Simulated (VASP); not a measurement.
Set up this calculation in VASP 6.6.1, as the native input.

```yaml
Task: single point
Functional: r2SCAN
Potentials_or_basis: VASP PAW PBE potentials, release 64 (Au)
Cutoff: 520 eV
k_mesh: 8 × 8 × 8
Occupations: gaussian, width 0.05 eV
Spin: no spin polarisation
Dipole_correction: no
Further_INCAR_settings: ALGO = Normal; EDIFF = 1e-06; NBANDS = 12
```

Au:

```
CELL_PARAMETERS angstrom
2.63977 0.00000 0.00000
0.00000 2.63977 0.00000
0.00000 0.00000 2.63977
ATOMIC_POSITIONS crystal
Au 0.00000 0.00000 0.00000
```

These files were run (other wordings do the same):

POSCAR

```
Au
1.0
    2.6397658080      0.0000000000      0.0000000000
    0.0000000000      2.6397658080      0.0000000000
    0.0000000000      0.0000000000      2.6397658080
Au
1
Direct
    0.0000000000      0.0000000000      0.0000000000
```

INCAR.step1

```
SYSTEM = Au
  ALGO = Normal
  EDIFF = 1E-4
  ENCUT = 520
  GGA = PE
  ISMEAR = 0
  LASPH = .TRUE.
  LCHARG = .FALSE.
  LREAL = .FALSE.
  LWAVE = .TRUE.
  NBANDS = 12
  NELM = 100
  PREC = Accurate
  SIGMA = 0.05
```

INCAR.step2

```
SYSTEM = Au
  ALGO = Normal
  EDIFF = 1E-6
  ENCUT = 520
  ISIF = 2
  ISMEAR = 0
  ISTART = 1
  LASPH = .TRUE.
  LCHARG = .FALSE.
  LMIXTAU = .TRUE.
  LREAL = .FALSE.
  LWAVE = .FALSE.
  METAGGA = R2SCAN
  NBANDS = 12
  NELM = 100
  PREC = Accurate
  SIGMA = 0.05
```

KPOINTS

```
k-points
0
G
  8 8 8
  0 0 0
```

Potentials or basis: VASP PAW PBE potentials, release 64 (Au).

The run is started by

```bash
$ cat potpaw_PBE.64/Au/POTCAR > POTCAR
$ cp INCAR.step1 INCAR
$ mpirun -np 1 vasp_std > vasp.out
$ cp INCAR.step2 INCAR
$ mpirun -np 1 vasp_std > vasp.out
```

It gave:

The pressure is 15.5 GPa.

Caveat: the PAW data sets were made with another functional, which shifts forces and pressure a little.

Wall time 12 s on 1 thread of Intel(R) Xeon(R) 6975P-C (Granite Rapids), on a shared host, peak memory 0.13 GiB.
